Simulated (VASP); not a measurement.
# Ta (Im-3m) in VASP: further runs

Ta is run at these levels: PBE; tasks: electric field gradients.

Everything below comes from runs of VASP 6.6.1. Logs are shortened: lines on timing, memory, paths and dates and some standing lists are left out, and cuts for length are marked.

## (1) The cell of the first run

It takes space group Im-3m (No. 229, cubic). The conventional cell has a = 3.258 Å, b = 3.258 Å, c = 3.258 Å, α = 90.00°, β = 90.00°, γ = 90.00°. Within 3.7 Å of Ta (site symmetry m-3m) lie 14 Ta at 2.82 to 3.26 Å.

## (2) Electric field gradients, PBE (volume scaled by 0.96)

INCAR reads:

```
SYSTEM = Ta
PREC     = Accurate       ! precision mode
ENCUT    = 520            ! plane-wave cutoff, eV
EDIFF    = 1E-8           ! SCF threshold, eV
ISMEAR   = -1             ! smearing method
SIGMA    = 0.08           ! smearing width, eV
LREAL    = .FALSE.        ! projectors in reciprocal space
LASPH    = .TRUE.         ! aspherical terms in the spheres
NELM     = 60             ! most SCF steps
ALGO     = Normal         ! electronic algorithm
ISIF     = 2              ! what is computed and relaxed
LWAVE    = .FALSE.        ! write WAVECAR
LCHARG   = .FALSE.        ! write CHGCAR
GGA      = PE             ! functional
LEFG     = .TRUE.       
NBANDS   = 12             ! bands
```

KPOINTS reads:

```
regular mesh
0
G
  17 17 17
  0 0 0
```

POSCAR reads:

```
Ta
1.0
   -1.6289626696      1.6289626696      1.6289626696
    1.6289626696     -1.6289626696      1.6289626696
    1.6289626696      1.6289626696     -1.6289626696
Ta
1
Direct
    0.0000000000      0.0000000000      0.0000000000
```

Potentials or basis: VASP PAW PBE potentials, release 64 (Ta_pv).

On the command line:

```console
$ cat potpaw_PBE.64/Ta_pv/POTCAR > POTCAR
$ mpirun -np 1 vasp_std > vasp.out
```

OUTCAR:

```text
SYSTEM = Ta
   PREC = Accurate
   ENCUT = 520
   EDIFF = 1E-8
   ISMEAR = -1
   LREAL = .FALSE.
   LASPH = .TRUE.
   NELM = 60
   ISIF = 2
   GGA = PE

 ion  position               nearest neighbor table
   1  0.000  0.000  0.000-

  LATTYP: Found a body centered cubic cell.
 ALAT       =     3.2579253392

  Lattice vectors:

 A1 = (  -1.6289626696,   1.6289626696,   1.6289626696)
 A2 = (   1.6289626696,  -1.6289626696,   1.6289626696)
 A3 = (   1.6289626696,   1.6289626696,  -1.6289626696)

Analysis of symmetry for initial positions (statically):
=====================================================================
 Subroutine PRICEL returns:
 Original cell was already a primitive cell.

 Routine SETGRP: Setting up the symmetry group for a
 body centered cubic supercell.

 Subroutine GETGRP returns: Found 48 space group operations
 (whereof 48 operations were pure point group operations)
 out of a pool of 48 trial point group operations.

The static configuration has the point symmetry O_h .

Analysis of symmetry for dynamics (positions and initial velocities):
=====================================================================
 Subroutine PRICEL returns:
 Original cell was already a primitive cell.

 Routine SETGRP: Setting up the symmetry group for a
 body centered cubic supercell.

 Subroutine GETGRP returns: Found 48 space group operations
 (whereof 48 operations were pure point group operations)
 out of a pool of 48 trial point group operations.

The dynamic configuration has the point symmetry O_h .

 Subroutine INISYM returns: Found 48 space group operations
 (whereof 48 operations are pure point group operations),
 and found     1 'primitive' translations

----------------------------------------------------------------------------------------

                                     Primitive cell

  volume of cell :      17.2899

  direct lattice vectors                    reciprocal lattice vectors
    -1.628962670  1.628962670  1.628962670     0.000000000  0.306943805  0.306943805
     1.628962670 -1.628962670  1.628962670     0.306943805  0.000000000  0.306943805
     1.628962670  1.628962670 -1.628962670     0.306943805  0.306943805  0.000000000

  length of vectors
     2.821446107  2.821446107  2.821446107     0.434084092  0.434084092  0.434084092

[... 122 lines left out ...]
  free energy    TOTEN  =       -11.78941555 eV

  energy without entropy =      -11.76302637  energy(sigma->0) =      -11.77622096

 E-fermi :   5.8188     XC(G=0): -12.8286

 val. band max:        5.8150479922   @ k =   0.1765   0.0588   0.0000
 cond. band min:       5.8260094525   @ k =   0.3529   0.1765   0.1176
 fundamental gap:      0.0109614603
 Fermi energy:         5.8188476033

 k-point     1 :       0.0000    0.0000    0.0000
  band No.  band energies     occupation
      1     -27.0835      2.00000
      2     -27.0835      2.00000
      3     -27.0835      2.00000
      4      -2.2487      2.00000
      5       6.5566      0.00020
      6       6.5566      0.00020
      7       6.5566      0.00020
      8       9.9768      0.00000
      9       9.9768      0.00000
     10      20.6621      0.00000
     11      21.0271      0.00000
     12      21.0271      0.00000
[... 331 lines left out ...]
 k-point    24 :       0.1765    0.1765    0.0000
  band No.  band energies     occupation
      1     -27.9525      2.00000
      2     -27.3711      2.00000
      3     -27.1736      2.00000
      4       1.1230      2.00000
      5       4.8844      1.99998
      6       5.1810      1.99931
      7       8.9622      0.00000
      8      10.7293      0.00000
      9      10.8982      0.00000
     10      20.6320      0.00000
     11      20.9591      0.00000
     12      23.0532      0.00000

 [... further k-points ...]

------------------------ aborting loop because EDIFF is reached ----------------------------------------

  FORCE on cell =-STRESS in cart. coord.  units (eV):
  Direction    XX          YY          ZZ          XY          YZ          ZX
  --------------------------------------------------------------------------------------
  -------------------------------------------------------------------------------------
  Total        1.3468620      1.3468620      1.3468620      0.0000000      0.0000000     -0.0000000
  in kB      124.8073856    124.8073856    124.8073856      0.0000000      0.0000000     -0.0000000
  external PRESSURE =     124.8073856 kB  Pullay stress =       0.0000000 kB

 VOLUME and BASIS-vectors are now :
 -----------------------------------------------------------------------------
  energy-cutoff  :      520.00
  volume of cell :       17.29
      direct lattice vectors                 reciprocal lattice vectors
    -1.628962670  1.628962670  1.628962670     0.000000000  0.306943805  0.306943805
     1.628962670 -1.628962670  1.628962670     0.306943805  0.000000000  0.306943805
     1.628962670  1.628962670 -1.628962670     0.306943805  0.306943805  0.000000000

 POSITION                                       TOTAL-FORCE (eV/Angst)
 -----------------------------------------------------------------------------------
      0.00000      0.00000      0.00000         0.000000      0.000000      0.000000
 -----------------------------------------------------------------------------------
    total drift:                                0.000000      0.000000      0.000000

  FREE ENERGIE OF THE ION-ELECTRON SYSTEM (eV)
  ---------------------------------------------------
  free  energy   TOTEN  =       -11.7894155461 eV

  energy  without entropy=      -11.7630263728  energy(sigma->0) =      -11.77622096

 Electric field gradients (V/A^2)
---------------------------------------------------------------------
 ion       V_xx      V_yy      V_zz      V_xy      V_xz      V_yz
---------------------------------------------------------------------
   1      -0.000     0.000     0.000    -0.000    -0.000    -0.000
---------------------------------------------------------------------

 Electric field gradients after diagonalization (V/A^2)
 (convention: |V_zz| > |V_xx| > |V_yy|)
----------------------------------------------------------------------
 ion       V_xx      V_yy      V_zz     asymmetry (V_yy - V_xx)/ V_zz
----------------------------------------------------------------------
   1       0.000     0.000    -0.000       0.000
----------------------------------------------------------------------

           NMR quadrupolar parameters

 Cq : quadrupolar parameter    Cq=e*Q*V_zz/h
 eta: asymmetry parameters     (V_yy - V_xx)/ V_zz
 Q  : nuclear electric quadrupole moment in mb (millibarn)
----------------------------------------------------------------------
 ion       Cq(MHz)       eta       Q (mb)
----------------------------------------------------------------------
   1      -0.000       0.000       1.000
----------------------------------------------------------------------
```

OSZICAR:

```text
N       E                     dE             d eps       ncg     rms          rms(c)
DAV:   1     0.629570871100E+02    0.62957E+02   -0.61684E+03  3972   0.889E+02
DAV:   2    -0.111799104128E+02   -0.74137E+02   -0.72247E+02  4392   0.249E+02
DAV:   3    -0.122167295329E+02   -0.10368E+01   -0.10302E+01  4700   0.280E+01
DAV:   4    -0.122192628139E+02   -0.25333E-02   -0.25331E-02  4376   0.155E+00
DAV:   5    -0.122192701617E+02   -0.73478E-05   -0.73472E-05  4732   0.795E-02    0.145E+01
DAV:   6    -0.118931802911E+02    0.32609E+00   -0.25826E-01  4652   0.551E+00    0.723E+00
DAV:   7    -0.117904188949E+02    0.10276E+00   -0.24392E-01  4576   0.500E+00    0.387E-01
DAV:   8    -0.117894557285E+02    0.96317E-03   -0.68978E-03  4192   0.720E-01    0.129E-01
DAV:   9    -0.117894219568E+02    0.33772E-04   -0.11663E-04  4612   0.122E-01    0.279E-02
DAV:  10    -0.117894158294E+02    0.61274E-05   -0.31670E-06  4392   0.202E-02    0.279E-03
DAV:  11    -0.117894156323E+02    0.19708E-06   -0.85031E-08  4432   0.320E-03    0.482E-04
DAV:  12    -0.117894155312E+02    0.10114E-06   -0.30472E-09  2792   0.660E-04    0.831E-05
DAV:  13    -0.117894155481E+02   -0.16932E-07   -0.31358E-10  2208   0.210E-04    0.114E-05
DAV:  14    -0.117894155461E+02    0.20182E-08   -0.40133E-11  2096   0.849E-05
   1 F= -.11789416E+02 E0= -.11776221E+02  d E =-.263892E-01
```

Run time: 56 s. Hardware: 1 thread of AMD EPYC 7R43 (Zen 3), shared host; peak memory 0.13 GiB.

What came out:

- Free energy: -11.7894 eV
- Pressure: 12.5 GPa

Caveat: without QUAD_EFG the Cq values of the log hold for a quadrupole moment of 1 mb, not for the nuclei; spin-orbit coupling is left out, which moves the levels of the heavy elements.

## (3) Electric field gradients, PBE (volume scaled by 0.98)

INCAR reads:

```
SYSTEM = Ta
PREC = Accurate
ENCUT = 520
EDIFF = 1E-8
ISMEAR = -1
SIGMA = 0.08
LREAL = .False.
LASPH = .True.
NELM = 60
ALGO = Normal
ISIF = 2
LWAVE = .False.
LCHARG = .False.
GGA = PE
LEFG = .True.
NBANDS = 12
```

KPOINTS reads:

```
Automatic mesh
0
Gamma
  17 17 17
  0 0 0
```

POSCAR reads:

```
Ta
1.0
   -1.6401972500      1.6401972500      1.6401972500
    1.6401972500     -1.6401972500      1.6401972500
    1.6401972500      1.6401972500     -1.6401972500
Ta
1
Direct
    0.0000000000      0.0000000000      0.0000000000
```

Potentials or basis: VASP PAW PBE potentials, release 64 (Ta_pv).

On the command line:

```console
$ cat potpaw_PBE.64/Ta_pv/POTCAR > POTCAR
$ mpirun -np 1 vasp_std > vasp.out
```

OUTCAR:

```text
SYSTEM = Ta
   PREC = Accurate
   ENCUT = 520
   EDIFF = 1E-8
   ISMEAR = -1
   LREAL = .False.
   LASPH = .True.
   NELM = 60
   ISIF = 2
   GGA = PE

 ion  position               nearest neighbor table
   1  0.000  0.000  0.000-

  LATTYP: Found a body centered cubic cell.
 ALAT       =     3.2803945000

  Lattice vectors:

 A1 = (  -1.6401972500,   1.6401972500,   1.6401972500)
 A2 = (   1.6401972500,  -1.6401972500,   1.6401972500)
 A3 = (   1.6401972500,   1.6401972500,  -1.6401972500)

[... 564 lines left out ...]
    total drift:                               -0.000000      0.000000      0.000000

  FREE ENERGIE OF THE ION-ELECTRON SYSTEM (eV)
  ---------------------------------------------------
  free  energy   TOTEN  =       -11.8120641479 eV

  energy  without entropy=      -11.7851700914  energy(sigma->0) =      -11.79861712

 Electric field gradients (V/A^2)
---------------------------------------------------------------------
 ion       V_xx      V_yy      V_zz      V_xy      V_xz      V_yz
---------------------------------------------------------------------
   1      -0.000    -0.000     0.000    -0.000    -0.000    -0.000
---------------------------------------------------------------------

 Electric field gradients after diagonalization (V/A^2)
 (convention: |V_zz| > |V_xx| > |V_yy|)
----------------------------------------------------------------------
 ion       V_xx      V_yy      V_zz     asymmetry (V_yy - V_xx)/ V_zz
----------------------------------------------------------------------
   1       0.000     0.000    -0.000       0.000
----------------------------------------------------------------------

           NMR quadrupolar parameters

 Cq : quadrupolar parameter    Cq=e*Q*V_zz/h
 eta: asymmetry parameters     (V_yy - V_xx)/ V_zz
 Q  : nuclear electric quadrupole moment in mb (millibarn)
----------------------------------------------------------------------
 ion       Cq(MHz)       eta       Q (mb)
----------------------------------------------------------------------
   1      -0.000       0.000       1.000
----------------------------------------------------------------------
```

OSZICAR:

```text
N       E                     dE             d eps       ncg     rms          rms(c)
DAV:   1     0.620525392099E+02    0.62053E+02   -0.61806E+03  3976   0.883E+02
DAV:   2    -0.111877337054E+02   -0.73240E+02   -0.71518E+02  4464   0.249E+02
DAV:   3    -0.122538273216E+02   -0.10661E+01   -0.10553E+01  4632   0.280E+01
DAV:   4    -0.122564966224E+02   -0.26693E-02   -0.26691E-02  4528   0.158E+00
DAV:   5    -0.122565054686E+02   -0.88463E-05   -0.88462E-05  4648   0.853E-02    0.140E+01
DAV:   6    -0.119175626465E+02    0.33894E+00   -0.27144E-01  4624   0.564E+00    0.690E+00
DAV:   7    -0.118129240468E+02    0.10464E+00   -0.24750E-01  4568   0.503E+00    0.386E-01
DAV:   8    -0.118120887010E+02    0.83535E-03   -0.76772E-03  4236   0.712E-01    0.115E-01
DAV:   9    -0.118120709581E+02    0.17743E-04   -0.95494E-05  4676   0.108E-01    0.272E-02
DAV:  10    -0.118120643815E+02    0.65766E-05   -0.30476E-06  4352   0.197E-02    0.307E-03
DAV:  11    -0.118120642405E+02    0.14096E-06   -0.13265E-07  4504   0.398E-03    0.590E-04
DAV:  12    -0.118120641324E+02    0.10815E-06   -0.54015E-09  2732   0.868E-04    0.105E-04
DAV:  13    -0.118120641497E+02   -0.17281E-07   -0.39865E-10  2248   0.240E-04    0.125E-05
DAV:  14    -0.118120641479E+02    0.17051E-08   -0.46483E-11  2108   0.909E-05
   1 F= -.11812064E+02 E0= -.11798617E+02  d E =-.268941E-01
```

stdout:

```text
POSCAR found type information on POSCAR Ta
 POSCAR found :  1 types and       1 ions
 scaLAPACK will be used
 LDA part: xc-table for (Slater+PW92), standard interpolation
 POSCAR, INCAR and KPOINTS ok, starting setup
 FFT: planning ... GRIDC
 FFT: planning ... GRID_SOFT
 FFT: planning ... GRID
 WAVECAR not read
 entering main loop
ion   1
```

Run time: 48 s. Hardware: 1 thread of AMD EPYC 7R43 (Zen 3), shared host; peak memory 0.13 GiB.

Results:

- Free energy: -11.8121 eV
- Pressure: 7.6 GPa

Caveat: without QUAD_EFG the Cq values of the log hold for a quadrupole moment of 1 mb, not for the nuclei; spin-orbit coupling is left out, which moves the levels of the heavy elements.

(Part 1 of 3 ends here.)
